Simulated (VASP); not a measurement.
The system is GaN.

```
Ga N
1.0
     0.00000    2.23838    2.23838
     2.23838    0.00000    2.23838
     2.23838    2.23838    0.00000
Ga N
1 1
Direct
  0.00000 0.00000 0.00000
  0.25000 0.25000 0.25000
```

This cell differs from its parent crystal: volume scaled by 0.98.

Base run:

```yaml
Program: VASP 6.6.1
Functional: PBEsol
Potentials_or_basis: VASP PAW PBE potentials, release 64 (Ga_d, N)
Cutoff: 520 eV
k_mesh: 10 × 10 × 10
Occupations: fermi-dirac, width 0.05 eV
Spin: no spin polarisation
```

Its results: band gap on the k mesh 1.81 eV, direct; pressure 2.5 GPa.

Task: After a change of settings the same cell gave: band gap on the k mesh 2.25 eV, direct; pressure 4.0 GPa. Which change was it?
A. functional from PBEsol to r2SCAN
B. functional from PBEsol to BLYP; dispersion from none to D4
C. functional from PBEsol to RPBE; further incar settings from ALGO = Normal; EDIFF = 1e-06; NBANDS = 16 to ALGO = Normal; EDIFF = 1e-07; NBANDS = 16
D. functional from PBEsol to PBE

Result: A.

r2SCAN gives the wider gap, since meta-GGAs in the generalised Kohn-Sham scheme recover part of the derivative discontinuity.

Caveats: the PAW data sets were made with another functional, which shifts forces and pressure a little.
